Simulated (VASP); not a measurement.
# BaTiO3 (P4/mmm) in VASP: notebook, part 3 of 3

VASP 6.6.1. Earlier steps stand in the parts before.

### 6 Single point, PBEsol (volume scaled by 0.96)

The input, INCAR:

```
SYSTEM = BaTiO3
  PREC = Accurate
  ENCUT = 520
  EDIFF = 1E-7
  ISMEAR = -1
  SIGMA = 0.03
  LREAL = .False.
  LASPH = .True.
  NELM = 80
  ALGO = Normal
  ISIF = 2
  LWAVE = .False.
  LCHARG = .False.
  GGA = PS
  NBANDS = 28
```

The input, KPOINTS:

```
regular mesh
0
Gamma
  7 7 7
  0 0 0
```

The input, POSCAR:

```
BaTiO3
1.0
    3.9457420220      0.0000000000      0.0000000000
    0.0000000000      3.9457420220      0.0000000000
    0.0000000000      0.0000000000      3.9636960459
Ba Ti O
1 1 3
Direct
    0.0000000000      0.0000000000      0.0000000000
    0.5000000000      0.5000000000      0.5000000000
    0.5000000000      0.5000000000      0.0000000000
    0.5000000000      0.0000000000      0.5000000000
    0.0000000000      0.5000000000      0.5000000000
```

Potentials or basis: VASP PAW PBE potentials, release 64 (Ba_sv, Ti_sv, O).

Command:

```bash
$ cat potpaw_PBE.64/Ba_sv/POTCAR potpaw_PBE.64/Ti_sv/POTCAR potpaw_PBE.64/O/POTCAR > POTCAR
$ mpirun -np 1 vasp_std > vasp.out
```

OUTCAR:

```text
SYSTEM = BaTiO3
   PREC = Accurate
   ENCUT = 520
   EDIFF = 1E-7
   ISMEAR = -1
   LREAL = .False.
   LASPH = .True.
   NELM = 80
   ISIF = 2
   GGA = PS

 ion  position               nearest neighbor table
   1  0.000  0.000  0.000-   3 2.79   3 2.79   3 2.79   3 2.79   5 2.80   4 2.80   5 2.80   5 2.80
                             5 2.80   4 2.80   4 2.80   4 2.80   2 3.42   2 3.42   2 3.42   2 3.42
   2  0.500  0.500  0.500-   4 1.97   5 1.97   4 1.97   5 1.97   3 1.98   3 1.98   1 3.42   1 3.42
                             1 3.42   1 3.42   1 3.42   1 3.42   1 3.42   1 3.42
   3  0.500  0.500  0.000-   2 1.98   2 1.98   1 2.79   1 2.79   1 2.79   1 2.79
   4  0.500  0.000  0.500-   2 1.97   2 1.97   1 2.80   1 2.80   1 2.80   1 2.80
   5  0.000  0.500  0.500-   2 1.97   2 1.97   1 2.80   1 2.80   1 2.80   1 2.80

  LATTYP: Found a simple tetragonal cell.
 ALAT       =     3.9457420220
 C/A-ratio  =     1.0045502275

  Lattice vectors:

 A1 = (   3.9457420220,   0.0000000000,   0.0000000000)
 A2 = (   0.0000000000,   3.9457420220,   0.0000000000)
 A3 = (   0.0000000000,   0.0000000000,   3.9636960459)

Analysis of symmetry for initial positions (statically):
=====================================================================
 Subroutine PRICEL returns:
 Original cell was already a primitive cell.

 Routine SETGRP: Setting up the symmetry group for a
 simple tetragonal supercell.

 Subroutine GETGRP returns: Found 16 space group operations
 (whereof 16 operations were pure point group operations)
 out of a pool of 16 trial point group operations.

The static configuration has the point symmetry D_4h.

Analysis of symmetry for dynamics (positions and initial velocities):
=====================================================================
 Subroutine PRICEL returns:
 Original cell was already a primitive cell.

 Routine SETGRP: Setting up the symmetry group for a
 simple tetragonal supercell.

 Subroutine GETGRP returns: Found 16 space group operations
[... 125 lines left out ...]
   EFERMI_NEDOS =   21; number of points for ismear=-14 and -15
   IALGO  =     38    algorithm
   IMIX   =      4    mixing-type and parameters
     AMIX     =   0.40;   BMIX     =  1.00
     AMIX_MAG =   1.60;   BMIX_MAG =  1.00
  volume/ion in A,a.u.               =      12.34        83.29
  Fermi-wavevector in a.u.,A,eV,Ry     =   1.416801  2.677366 27.311324  2.007326
  Thomas-Fermi vector in A             =   2.538098
   LORBIT       =      0    0 simple, 1 ext, 2 COOP (PROOUT), +10 PAW based schemes
   GGA     = PS    functional components
   LHFCALC =     F    Hartree Fock is set to
   AEXX    =    0.0000 exact exchange contribution
   IVDW    =     0    specifies the selected vdW correction
   LEPSILON=     F    determine dielectric tensor
   LRPA    =     F    only Hartree local field effects (RPA)
 non-spin polarized calculation
  energy-cutoff  :      520.00
  volume of cell :       61.71
 maximum number of plane-waves:      1687
 NGX is ok and might be reduce to    30
   NGX = 15   NGY = 15   NGZ = 15

 number of electron      39.9999984 magnetization

 Free energy of the ion-electron system (eV)
  ---------------------------------------------------
  ext. energy  EPLUGINS =         0.00000000
  ---------------------------------------------------
  free energy    TOTEN  =       -41.95756303 eV

  energy without entropy =      -41.95756303  energy(sigma->0) =      -41.95756303

 E-fermi :   4.7075     XC(G=0): -11.7209

 val. band max:        3.9276915328   @ k =   0.4286   0.4286   0.4286
 cond. band min:       5.7598857558   @ k =   0.0000   0.0000   0.0000
 fundamental gap:      1.8321942231
 Fermi energy:         4.7074617186

 k-point     1 :       0.0000    0.0000    0.0000
  band No.  band energies     occupation
      1     -52.2142      2.00000
      2     -28.5625      2.00000
      3     -28.5625      2.00000
      4     -28.5592      2.00000
      5     -20.6872      2.00000
      6     -12.9082      2.00000
[... 733 lines left out ...]
     27      12.6507      0.00000
     28      13.0616      0.00000

 [... further k-points ...]
[... 5 lines left out ...]
  --------------------------------------------------------------------------------------
  -------------------------------------------------------------------------------------
  Total        1.9217286      1.9217286      1.5237650      0.0000000     -0.0000000      0.0000000
  in kB       49.8936092     49.8936092     39.5613265      0.0000000     -0.0000000      0.0000000
  external PRESSURE =      46.4495150 kB  Pullay stress =       0.0000000 kB

 VOLUME and BASIS-vectors are now :
 -----------------------------------------------------------------------------
  energy-cutoff  :      520.00
  volume of cell :       61.71
      direct lattice vectors                 reciprocal lattice vectors
     3.945742022  0.000000000  0.000000000     0.253437755  0.000000000  0.000000000
     0.000000000  3.945742022  0.000000000     0.000000000  0.253437755  0.000000000
     0.000000000  0.000000000  3.963696046     0.000000000  0.000000000  0.252289779

 POSITION                                       TOTAL-FORCE (eV/Angst)
 -----------------------------------------------------------------------------------
      0.00000      0.00000      0.00000         0.000000      0.000000      0.000000
      1.97287      1.97287      1.98185         0.000000      0.000000      0.000000
      1.97287      1.97287      0.00000         0.000000      0.000000      0.000000
      1.97287      0.00000      1.98185         0.000000      0.000000      0.000000
      0.00000      1.97287      1.98185         0.000000      0.000000      0.000000
 -----------------------------------------------------------------------------------
    total drift:                                0.000000      0.000000     -0.000000

  FREE ENERGIE OF THE ION-ELECTRON SYSTEM (eV)
  ---------------------------------------------------
  free  energy   TOTEN  =       -41.9575630264 eV

  energy  without entropy=      -41.9575630264  energy(sigma->0) =      -41.95756303
```

OSZICAR:

```text
N       E                     dE             d eps       ncg     rms          rms(c)
DAV:   1     0.435257857889E+03    0.43526E+03   -0.20963E+04  2240   0.156E+03
DAV:   2    -0.582485456198E+01   -0.44108E+03   -0.41990E+03  2540   0.432E+02
DAV:   3    -0.500544525274E+02   -0.44230E+02   -0.43441E+02  3124   0.135E+02
DAV:   4    -0.521000943782E+02   -0.20456E+01   -0.20415E+01  3372   0.246E+01
DAV:   5    -0.521533264163E+02   -0.53232E-01   -0.53222E-01  2968   0.319E+00    0.235E+01
DAV:   6    -0.421579725303E+02    0.99954E+01   -0.51844E+01  3212   0.664E+01    0.980E+00
DAV:   7    -0.420804297162E+02    0.77543E-01   -0.78302E+00  2956   0.203E+01    0.691E+00
DAV:   8    -0.419662616604E+02    0.11417E+00   -0.10309E+00  2656   0.959E+00    0.236E+00
DAV:   9    -0.419725206284E+02   -0.62590E-02   -0.18263E-01  2816   0.291E+00    0.107E+00
DAV:  10    -0.419606421985E+02    0.11878E-01   -0.83897E-02  2772   0.236E+00    0.536E-01
DAV:  11    -0.419578566805E+02    0.27855E-02   -0.18269E-02  3448   0.104E+00    0.125E-01
DAV:  12    -0.419575578758E+02    0.29880E-03   -0.16151E-03  2688   0.384E-01    0.637E-02
DAV:  13    -0.419578053529E+02   -0.24748E-03   -0.13067E-03  3320   0.298E-01    0.121E-01
DAV:  14    -0.419575609735E+02    0.24438E-03   -0.85091E-04  3132   0.237E-01    0.138E-02
DAV:  15    -0.419575632016E+02   -0.22281E-05   -0.35452E-05  2560   0.393E-02    0.265E-03
DAV:  16    -0.419575629400E+02    0.26162E-06   -0.14850E-06  3064   0.857E-03    0.313E-03
DAV:  17    -0.419575630264E+02   -0.86420E-07   -0.19670E-07  1864   0.454E-03
   1 F= -.41957563E+02 E0= -.41957563E+02  d E =-.401212E-12
```

stdout:

```text
POSCAR found type information on POSCAR BaTiO
 POSCAR found :  3 types and       5 ions
 scaLAPACK will be used
 -----------------------------------------------------------------------------
|                                                                             |
|                                                                             |
|     You enforced a specific xc type in the INCAR file but a different       |
|     I HOPE YOU KNOW WHAT YOU ARE DOING!                                     |
|                                                                             |
 -----------------------------------------------------------------------------

 LDA part: xc-table for (Slater+PW92), standard interpolation
 POSCAR, INCAR and KPOINTS ok, starting setup
 FFT: planning ... GRIDC
 FFT: planning ... GRID_SOFT
 FFT: planning ... GRID
 WAVECAR not read
 entering main loop
```

Run time: 2.5 min. Hardware: 1 thread of AMD EPYC 7R13, shared host; peak memory 0.19 GiB.

What came out:

| Item | Value |
| --- | --- |
| Free energy | -41.9576 eV |
| Pressure | 4.6 GPa |
| Band gap on the k mesh | 1.83 eV, indirect (least direct gap 1.87 eV) |

Stress tensor (GPa, compression positive):
```
4.99 0.00 0.00
0.00 4.99 0.00
0.00 0.00 3.96
```

Levels at points of the mesh, in eV from the valence-band top:
| k point | band 16 | band 17 | band 18 | band 19 | band 20 | band 21 | band 22 | band 23 | band 24 | band 25 |
| --- | --- | --- | --- | --- | --- | --- | --- | --- | --- | --- |
| (0.00, 0.00, 0.00) | -1.10 | -1.10 | -0.04 | -0.04 | -0.04 | 1.83 | 1.83 | 1.84 | 4.25 | 4.28 |

Caveat: the PAW data sets were made with another functional, which shifts forces and pressure a little; spin-orbit coupling is left out, which moves the levels of the heavy elements. A k mesh can miss the band edges.

### 7 Overview

```csv
cell,gap on the mesh (eV),pressure (GPa)
"a = 3.918, b = 3.918, c = 3.936 Å, 5 atoms",1.87,9.1
"a = 3.973, b = 3.973, c = 3.991 Å, 5 atoms",1.79,0.8
"a = 4.013, b = 4.013, c = 4.031 Å, 5 atoms",1.73,-4.4
"a = 4.052, b = 4.052, c = 4.071 Å, 5 atoms",1.68,-8.8
"a = 3.946, b = 3.946, c = 3.964 Å, 5 atoms",1.83,4.6
```

Alike in all rows: task single point; level PBEsol; potentials or basis VASP PAW PBE potentials, release 64 (Ba_sv, Ti_sv, O); no spin polarisation; k mesh 7 × 7 × 7; cutoff (eV) 520; smearing fermi-dirac 0.03 eV.

Caveats: the PAW data sets were made with another functional, which shifts forces and pressure a little; spin-orbit coupling is left out, which moves the levels of the heavy elements.

Absolute energies hang on the potentials; compare differences alone.
